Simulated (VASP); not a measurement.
# Ta (P6_3/mmc) in VASP: notebook, part 2 of 2

VASP 6.6.1.

## Step 3: Single point, PBEsol

This run uses another cell than the first one, of 17.68 Å³/atom, 1.022 times its volume.

Contents of INCAR:

```
PREC = Accurate
ENCUT = 520
EDIFF = 1E-7
ISMEAR = -1
SIGMA = 0.05
LREAL = False
LASPH = True
NELM = 60
ALGO = Normal
ISIF = 2
LWAVE = False
LCHARG = True
GGA = PS
LELF = True
LVHAR = True
NBANDS = 18
```

Contents of KPOINTS:

```
regular mesh
0
Gamma
  11 11 5
```

Contents of POSCAR:

```
Ta
1.0
    2.8382820440      0.0000000000      0.0000000000
   -1.4191410220      2.4580243532      0.0000000000
    0.0000000000      0.0000000000      5.0671016000
Ta
2
Direct
    0.3333333333      0.6666666667      0.2500000000
    0.6666666667      0.3333333333      0.7500000000
```

Potentials or basis: VASP PAW PBE potentials, release 64 (Ta_pv).

Run with:

```
$ cat potpaw_PBE.64/Ta_pv/POTCAR > POTCAR
$ mpirun -np 1 vasp_std > vasp.out
```

OUTCAR:

```text
PREC = Accurate
   ENCUT = 520
   EDIFF = 1E-7
   ISMEAR = -1
   LREAL = False
   LASPH = True
   NELM = 60
   ISIF = 2
   GGA = PS

 ion  position               nearest neighbor table
   1  0.333  0.667  0.250-   2 3.02   2 3.02   2 3.02   2 3.02   2 3.02   2 3.02
   2  0.667  0.333  0.750-   1 3.02   1 3.02   1 3.02   1 3.02   1 3.02   1 3.02

  LATTYP: Found a hexagonal cell.
 ALAT       =     2.8382820440
 C/A-ratio  =     1.7852706396

  Lattice vectors:

 A1 = (   2.8382820440,   0.0000000000,   0.0000000000)
 A2 = (  -1.4191410220,   2.4580243532,   0.0000000000)
 A3 = (   0.0000000000,   0.0000000000,   5.0671016000)

Analysis of symmetry for initial positions (statically):
=====================================================================
 Subroutine PRICEL returns:
 Original cell was already a primitive cell.

 Routine SETGRP: Setting up the symmetry group for a
 hexagonal supercell.

 Subroutine GETGRP returns: Found 24 space group operations
 (whereof 12 operations were pure point group operations)
 out of a pool of 24 trial point group operations.

The static configuration has the point symmetry D_3d.
 The point group associated with its full space group is D_6h.

Analysis of symmetry for dynamics (positions and initial velocities):
=====================================================================
 Subroutine PRICEL returns:
 Original cell was already a primitive cell.

 Routine SETGRP: Setting up the symmetry group for a
 hexagonal supercell.

 Subroutine GETGRP returns: Found 24 space group operations
 (whereof 12 operations were pure point group operations)
 out of a pool of 24 trial point group operations.

The dynamic configuration has the point symmetry D_3d.
 The point group associated with its full space group is D_6h.

 Subroutine INISYM returns: Found 24 space group operations
 (whereof 12 operations are pure point group operations),
 and found     1 'primitive' translations

----------------------------------------------------------------------------------------

                                     Primitive cell

  volume of cell :      35.3510

  direct lattice vectors                    reciprocal lattice vectors
     2.838282044  0.000000000  0.000000000     0.352325803  0.203415397  0.000000000
    -1.419141022  2.458024353  0.000000000     0.000000000  0.406830794  0.000000000
     0.000000000  0.000000000  5.067101600     0.000000000  0.000000000  0.197351480

  length of vectors
     2.838282044  2.838282044  5.067101600     0.406830794  0.406830794  0.197351480

  position of ions in fractional coordinates (direct lattice)
     0.333333333  0.666666667  0.250000000
     0.666666667  0.333333333  0.750000000

  ion indices of the primitive-cell ions
   primitive index   ion index
                 1           1
                 2           2

----------------------------------------------------------------------------------------

 KPOINTS: regular mesh

Automatic generation of k-mesh.
 Grid dimensions read from file:
 generate k-points for:   11   11    5

 Generating k-lattice:

  Cartesian coordinates                     Fractional coordinates (reciprocal lattice)
     0.032029618  0.018492309  0.000000000     0.090909091 -0.000000000  0.000000000
     0.000000000  0.036984618  0.000000000     0.000000000  0.090909091  0.000000000
     0.000000000  0.000000000  0.039470296     0.000000000  0.000000000  0.200000000

  Length of vectors
     0.036984618  0.036984618  0.039470296

  Shift w.r.t. Gamma in fractional coordinates (k-lattice)
     0.000000000  0.000000000  0.000000000

 Subroutine IBZKPT returns following result:
 ===========================================

 Found     48 irreducible k-points:

 Following reciprocal coordinates:
            Coordinates               Weight
  0.000000  0.000000  0.000000      1.000000
  0.090909 -0.000000  0.000000      6.000000
  0.181818 -0.000000  0.000000      6.000000
  0.272727 -0.000000  0.000000      6.000000
  0.363636 -0.000000  0.000000      6.000000
  0.454545 -0.000000  0.000000      6.000000
[... 16 lines left out ...]
  0.090909  0.090909  0.200000     12.000000
  0.181818  0.090909  0.200000     24.000000
 [... further k-points ...]
   k-points           NKPTS =     48   k-points in BZ     NKDIM =     48   number of bands    NBANDS=     18
   number of dos      NEDOS =    301   number of ions     NIONS =      2
   total plane-waves  NPLWV =  23040
   dimension x,y,z NGX =    24 NGY =   24 NGZ =   40
   dimension x,y,z NGXF=    48 NGYF=   48 NGZF=   80
   ions per type =               2
   NGX,Y,Z   is equivalent  to a cutoff of  14.06, 14.06, 13.12 a.u.
   NGXF,Y,Z  is equivalent  to a cutoff of  28.11, 28.11, 26.25 a.u.
 SYSTEM =  unknown system
   PREC   = accura    normal or accurate (medium, high low for compatibility)
   ISTART =      0    job   : 0-new  1-cont  2-samecut
   ICHARG =      2    charge: 1-file 2-atom 10-const
   ISPIN  =      1    spin polarized calculation?
   LNONCOLLINEAR =      F non collinear calculations
   LSORBIT =      F    spin-orbit coupling
   LASPH  =      T    aspherical Exc in radial PAW
   ENCUT  =  520.0 eV  38.22 Ry    6.18 a.u.   5.28  5.28  9.42*2*pi/ulx,y,z
   NELM   =     60;   NELMIN=  2; NELMDL= -5     # of ELM steps
   EDIFF  = 0.1E-06   stopping-criterion for ELM
   LREAL  =      F    real-space projection
   EDIFFG = 0.1E-05   stopping-criterion for IOM
   NSW    =      0    number of steps for IOM
   IBRION =     -1    ionic relax: 0-MD 1-quasi-New 2-CG
   NFREE  =      0    steps in history (QN), initial steepest desc. (CG)
   ISIF   =      2    stress and relaxation
   ISYM   =      2    0-nonsym 1-usesym 2-fastsym
   POTIM  = 0.5000    time-step for ionic-motion
   TEBEG  =    0.0;   TEEND  =   0.0 temperature during run
   PSTRESS=    0.0 pullay stress
   NELECT =      22.0000    total number of electrons
   NUPDOWN=      -1.0000    fix difference up-down
   EMIN   =  10.00;   EMAX   =-10.00  energy-range for DOS
   EFERMI =   0.00;   METHOD = LEGACY
   ISMEAR =    -1;   SIGMA  =   0.05  broadening in eV -4-tet -1-fermi 0-gaus
   EFERMI_NEDOS =   21; number of points for ismear=-14 and -15
   IALGO  =     38    algorithm
   IMIX   =      4    mixing-type and parameters
     AMIX     =   0.40;   BMIX     =  1.00
     AMIX_MAG =   1.60;   BMIX_MAG =  1.00
  volume/ion in A,a.u.               =      17.68       119.28
  Fermi-wavevector in a.u.,A,eV,Ry     =   1.397704  2.641278 26.580030  1.953577
  Thomas-Fermi vector in A             =   2.520934
   LORBIT       =      0    0 simple, 1 ext, 2 COOP (PROOUT), +10 PAW based schemes
   GGA     = PS    functional components
   LHFCALC =     F    Hartree Fock is set to
   AEXX    =    0.0000 exact exchange contribution
   IVDW    =     0    specifies the selected vdW correction
   LEPSILON=     F    determine dielectric tensor
   LRPA    =     F    only Hartree local field effects (RPA)
 non-spin polarized calculation
  energy-cutoff  :      520.00
  volume of cell :       35.35
 maximum number of plane-waves:       966
 NGX is ok and might be reduce to    24
   NGX = 11   NGY = 11   NGZ = 19

 number of electron      21.9999998 magnetization

 Free energy of the ion-electron system (eV)
  ---------------------------------------------------
  ext. energy  EPLUGINS =         0.00000000
  ---------------------------------------------------
  free energy    TOTEN  =       -24.52082409 eV

  energy without entropy =      -24.50511760  energy(sigma->0) =      -24.51297085

 E-fermi :   5.9304     XC(G=0): -12.8123

 val. band max:        5.9155724416   @ k =   0.1818   0.1818   0.0000
 cond. band min:       5.9519392557   @ k =   0.3636   0.1818   0.0000
 fundamental gap:      0.0363668141
 Fermi energy:         5.9304154860

 k-point     1 :       0.0000    0.0000    0.0000
  band No.  band energies     occupation
      1     -28.5877      2.00000
      2     -27.5819      2.00000
      3     -27.4485      2.00000
      4     -27.4485      2.00000
      5     -27.3493      2.00000
      6     -27.3493      2.00000
[... 10 lines left out ...]
     17      11.4128      0.00000
     18      11.4128      0.00000
[... 463 lines left out ...]
 k-point    24 :       0.1818    0.0909    0.2000
  band No.  band energies     occupation
      1     -28.3426      2.00000
      2     -28.0169      2.00000
      3     -27.9694      2.00000
      4     -27.6688      2.00000
      5     -27.5951      2.00000
      6     -27.5105      2.00000
[... 10 lines left out ...]
     17      11.3150      0.00000
     18      13.1441      0.00000

 [... further k-points ...]

------------------------ aborting loop because EDIFF is reached ----------------------------------------

  FORCE on cell =-STRESS in cart. coord.  units (eV):
  Direction    XX          YY          ZZ          XY          YZ          ZX
  --------------------------------------------------------------------------------------
  -------------------------------------------------------------------------------------
  Total        1.1790274      1.1790274      1.1567696      0.0000000      0.0000000      0.0000000
  in kB       53.4359029     53.4359029     52.4271318      0.0000000      0.0000000      0.0000000
  external PRESSURE =      53.0996459 kB  Pullay stress =       0.0000000 kB

 VOLUME and BASIS-vectors are now :
 -----------------------------------------------------------------------------
  energy-cutoff  :      520.00
  volume of cell :       35.35
      direct lattice vectors                 reciprocal lattice vectors
     2.838282044  0.000000000  0.000000000     0.352325803  0.203415397  0.000000000
    -1.419141022  2.458024353  0.000000000     0.000000000  0.406830794  0.000000000
     0.000000000  0.000000000  5.067101600     0.000000000  0.000000000  0.197351480

 POSITION                                       TOTAL-FORCE (eV/Angst)
 -----------------------------------------------------------------------------------
     -0.00000      1.63868      1.26678         0.000000      0.000000      0.000000
      1.41914      0.81934      3.80033         0.000000      0.000000      0.000000
 -----------------------------------------------------------------------------------
    total drift:                                0.000000     -0.000000      0.000000

  FREE ENERGIE OF THE ION-ELECTRON SYSTEM (eV)
  ---------------------------------------------------
  free  energy   TOTEN  =       -24.5208240889 eV

  energy  without entropy=      -24.5051176038  energy(sigma->0) =      -24.51297085
```

stdout:

```text
POSCAR found type information on POSCAR Ta
 POSCAR found :  1 types and       2 ions
 scaLAPACK will be used
 -----------------------------------------------------------------------------
|                                                                             |
|                                                                             |
|     You enforced a specific xc type in the INCAR file but a different       |
|     I HOPE YOU KNOW WHAT YOU ARE DOING!                                     |
|                                                                             |
 -----------------------------------------------------------------------------

 LDA part: xc-table for (Slater+PW92), standard interpolation
 POSCAR, INCAR and KPOINTS ok, starting setup
 FFT: planning ... GRIDC
 FFT: planning ... GRID_SOFT
 FFT: planning ... GRID
 WAVECAR not read
 entering main loop
```

Run time: 16 s. Hardware: 1 thread of Intel Xeon 6975P-C (Granite Rapids), shared host; peak memory 0.17 GiB.

Results:

* Free energy: -24.5208 eV
* Pressure: 5.3 GPa
* Band gap on the k mesh: zero (band 11 reaches 7.00 eV, above the bottom of band 12 at 5.31 eV)

Caveat: the PAW data sets were made with another functional, which shifts forces and pressure a little; spin-orbit coupling is left out, which moves the levels of the heavy elements.

## Step 4: Single point, PBEsol

This run uses another cell than the first one, of 18.10 Å³/atom, 1.047 times its volume.

Contents of INCAR:

```
PREC     = Accurate       # precision mode
ENCUT    = 520            # plane-wave cutoff, eV
EDIFF    = 1E-6           # SCF threshold, eV
ISMEAR   = -1             # smearing method
SIGMA    = 0.05           # smearing width, eV
LREAL    = F              # projectors in reciprocal space
LASPH    = T              # aspherical terms in the spheres
NELM     = 60             # most SCF steps
ALGO     = Normal         # electronic algorithm
ISIF     = 2              # what is computed and relaxed
LWAVE    = F              # write WAVECAR
LCHARG   = T              # write CHGCAR
GGA      = PS             # functional
LELF     = T              # ELF
LVHAR    = T            
NBANDS   = 18             # bands
```

Contents of KPOINTS:

```
Automatic mesh
0
Gamma
  11 11 5
```

Contents of POSCAR:

```
Ta
1.0
    2.8588055044      0.0000000000      0.0000000000
   -1.4294027522      2.4757981913      0.0000000000
    0.0000000000      0.0000000000      5.1159292600
Ta
2
Direct
    0.3333333333      0.6666666667      0.2500000000
    0.6666666667      0.3333333333      0.7500000000
```

Run with:

```
$ cat potpaw_PBE.64/Ta_pv/POTCAR > POTCAR
$ mpirun -np 1 vasp_std > vasp.out
```

It took 11 s on 1 thread of Intel Xeon 6975P-C (Granite Rapids), shared host; peak memory 0.17 GiB.

The run converged. Its results:

```
Free energy            : -24.5355 eV
Pressure               : 0.2 GPa
Band gap on the k mesh : zero (band 11 reaches 6.74 eV, above the bottom of band 12 at 5.13 eV)
```

Levels at points of the mesh, in eV from the Fermi level:
```csv
k point,band 7,band 8,band 9,band 10,band 11,band 12,band 13,band 14,band 15,band 16
"(0.00, 0.00, 0.00)",-8.35,-5.07,-0.68,-0.05,0.58,0.58,1.16,1.16,3.10,3.10
```

Caveat: the PAW data sets were made with another functional, which shifts forces and pressure a little; spin-orbit coupling is left out, which moves the levels of the heavy elements.

## Step 5: Relaxation of cell and atoms, PBEsol

This run uses another cell than the first one, of 18.82 Å³/atom, 1.088 times its volume.

Contents of INCAR:

```
SYSTEM = Ta
ALGO     = Normal         ! electronic algorithm
EDIFF    = 1E-7           ! SCF threshold, eV
EDIFFG   = -0.02          ! ionic threshold
ENCUT    = 600            ! plane-wave cutoff, eV
GGA      = PS             ! functional
IBRION   = 2              ! ionic algorithm
ISIF     = 3              ! what is computed and relaxed
ISMEAR   = -1             ! smearing method
LASPH    = .True.         ! aspherical terms in the spheres
LCHARG   = .False.        ! write CHGCAR
LREAL    = .False.        ! projectors in reciprocal space
LWAVE    = .False.        ! write WAVECAR
NELM     = 80             ! most SCF steps
NSW      = 80             ! ionic steps
PREC     = Accurate       ! precision mode
SIGMA    = 0.05           ! smearing width, eV
```

Contents of KPOINTS:

```
k-points
0
Gamma
  11 11 5
  0 0 0
```

Contents of POSCAR:

```
Ta
1.0
    2.9003720726      0.0000000000      0.0000000000
   -1.4501860363      2.5117958953      0.0000000000
    0.0000000000      0.0000000000      5.1662740000
Ta
2
Direct
    0.3333333333      0.6666666667      0.2500000000
    0.6666666667      0.3333333333      0.7500000000
```

Run with:

```
$ cat potpaw_PBE.64/Ta_pv/POTCAR > POTCAR
$ mpirun -np 1 vasp_std > vasp.out
```

Wall time 59 s (1 thread of Intel Xeon 6975P-C (Granite Rapids), shared host); peak memory 0.18 GiB.

It converged, with:

```yaml
Free_energy: -24.5361 eV
Relaxed_volume: 18.13 Å³/atom
Relaxed_cell: a = 2.861 Å, b = 2.861 Å, c = 5.116 Å, α = 90.00°, β = 90.00°, γ = 120.00°
Space_group_after_relaxing_to_0.05_Å: P6_3/mmc (No. 194)
Energy_gained_by_relaxing: 16.5 meV/atom
Ionic_steps: 7
Pressure_after_relaxing: 0.0 GPa
Band_gap_on_the_k_mesh: zero (band 11 reaches 6.72 eV, above the bottom of band 12 at 5.12 eV)
```

Stress tensor (GPa, compression positive):
```
-0.09  0.00  0.00
 0.00 -0.09  0.00
 0.00  0.00  0.05
```

Step by step:
```csv
step,energy change (eV),largest force (eV/Å),pressure (GPa),volume (Å³)
1,0.0000,0.0000,-7.22,37.64
2,0.1594,0.0000,21.57,33.21
3,-0.0330,0.0000,-0.24,36.28
4,-0.0330,0.0000,0.00,36.24
5,-0.0330,0.0000,0.16,36.22
6,-0.0330,0.0000,-0.28,36.30
7,-0.0330,0.0000,-0.05,36.25
```

Final structure:
```cif
data_structure
_symmetry_space_group_name_H-M 'P 1'
_symmetry_Int_Tables_number 1
_cell_length_a 2.8606
_cell_length_b 2.8606
_cell_length_c 5.1158
_cell_angle_alpha 90.000
_cell_angle_beta 90.000
_cell_angle_gamma 120.000
_cell_volume 36.25
loop_
_atom_site_label
_atom_site_type_symbol
_atom_site_fract_x
_atom_site_fract_y
_atom_site_fract_z
_atom_site_occupancy
Ta1 Ta 0.33333 0.66667 0.25000 1
Ta2 Ta 0.66667 0.33333 0.75000 1
```

Levels at points of the mesh, in eV from the Fermi level:
```csv
k point,band 8,band 9,band 10,band 11,band 12,band 13,band 14,band 15
"(0.00, 0.00, 0.00)",-5.06,-0.68,-0.05,0.58,0.58,1.16,1.16,3.09
```

Caveat: the PAW data sets were made with another functional, which shifts forces and pressure a little; spin-orbit coupling is left out, which moves the levels of the heavy elements.

## Step 6: Relaxation of cell and atoms, PBEsol, target pressure 5 GPa, at which the enthalpy is minimised

This run uses another cell than the first one, of 18.82 Å³/atom, 1.088 times its volume.

Contents of INCAR:

```
  PREC = Accurate
  ENCUT = 600
  EDIFF = 1E-7
  ISMEAR = -1
  SIGMA = 0.05
  LREAL = F
  LASPH = T
  NELM = 60
  ALGO = Normal
  ISIF = 3
  LWAVE = F
  LCHARG = F
  GGA = PS
  IBRION = 2
  NSW = 80
  EDIFFG = -0.02
  PSTRESS = 50.0
```

Contents of KPOINTS:

```
regular mesh
0
Gamma
  11 11 5
```

POSCAR is that of step 5.

Potentials or basis: VASP PAW PBE potentials, release 64 (Ta_pv).

Run with:

```
$ cat potpaw_PBE.64/Ta_pv/POTCAR > POTCAR
$ mpirun -np 1 vasp_std > vasp.out
```

Run time: 55 s. Hardware: 1 thread of Intel Xeon 6975P-C (Granite Rapids), shared host; peak memory 0.18 GiB.

The run converged. Its results:

```yaml
Free_energy: -24.5236 eV
Relaxed_volume: 17.71 Å³/atom
Relaxed_cell: a = 2.840 Å, b = 2.840 Å, c = 5.071 Å, α = 90.00°, β = 90.00°, γ = 120.00°
Space_group_after_relaxing_to_0.05_Å: P6_3/mmc (No. 194)
Energy_change_on_relaxing_the_enthalpy_is_what_falls: -10.3 meV/atom
Ionic_steps: 7
Pressure_after_relaxing: 4.9 GPa
Band_gap_on_the_k_mesh: zero (band 11 reaches 6.98 eV, above the bottom of band 12 at 5.30 eV)
```

Stress tensor (GPa, compression positive):
```
4.97 0.00 0.00
0.00 4.97 0.00
0.00 0.00 4.85
```

Step by step:
```tsv
step	energy change (eV)	largest force (eV/Å)	pressure (GPa)	volume (Å³)
1	0.0000	0.0000	-7.22	37.64
2	0.7939	0.0000	51.20	30.35
3	-0.0246	0.0000	4.02	35.56
4	-0.0210	0.0000	4.85	35.43
5	-0.0196	0.0000	5.13	35.39
6	-0.0215	0.0000	4.70	35.45
7	-0.0205	0.0000	4.93	35.42
```

Final structure:
```
Ta
1.0
     2.83974    0.00000    0.00000
    -1.41987    2.45929    0.00000
     0.00000    0.00000    5.07119
Ta
2
Direct
  0.33333 0.66667 0.25000
  0.66667 0.33333 0.75000
```

Levels at points of the mesh, in eV from the Fermi level:
```
           k point  band 9  band 10  band 11  band 12  band 13  band 14
(0.00, 0.00, 0.00)   -0.70     0.03     0.57     0.57     1.18     1.18
```

Caveat: the cell is relaxed towards a set pressure, so the enthalpy falls and the energy may rise; the PAW data sets were made with another functional, which shifts forces and pressure a little; spin-orbit coupling is left out, which moves the levels of the heavy elements.

## Step 7: The runs side by side

| task | cell | cutoff (eV) | gap on the mesh (eV) | pressure (GPa) |
| --- | --- | --- | --- | --- |
| single point | a = 2.819, b = 2.819, c = 5.024 Å, angles 90.0, 90.0, 120.0°, 2 atoms | 520 | none | 10.4 |
| single point | a = 2.838, b = 2.838, c = 5.067 Å, angles 90.0, 90.0, 120.0°, 2 atoms | 520 | none | 5.3 |
| single point | a = 2.859, b = 2.859, c = 5.116 Å, angles 90.0, 90.0, 120.0°, 2 atoms | 520 | none | 0.2 |
| relaxation of cell and atoms | relaxed from a = 2.900, b = 2.900, c = 5.166 Å, angles 90.0, 90.0, 120.0°, 2 atoms | 600 | none | 0.0 |
| relaxation of cell and atoms | relaxed to 5 GPa from a = 2.900, b = 2.900, c = 5.166 Å, angles 90.0, 90.0, 120.0°, 2 atoms | 600 | none | 4.9 |

Alike in all rows: level PBEsol; potentials or basis VASP PAW PBE potentials, release 64 (Ta_pv); no spin polarisation; k mesh 11 × 11 × 5; smearing fermi-dirac 0.05 eV.

Caveats: the PAW data sets were made with another functional, which shifts forces and pressure a little; spin-orbit coupling is left out, which moves the levels of the heavy elements; the cell is relaxed towards a set pressure, so the enthalpy falls and the energy may rise (some runs).

Absolute energies hang on the potentials; compare differences alone.
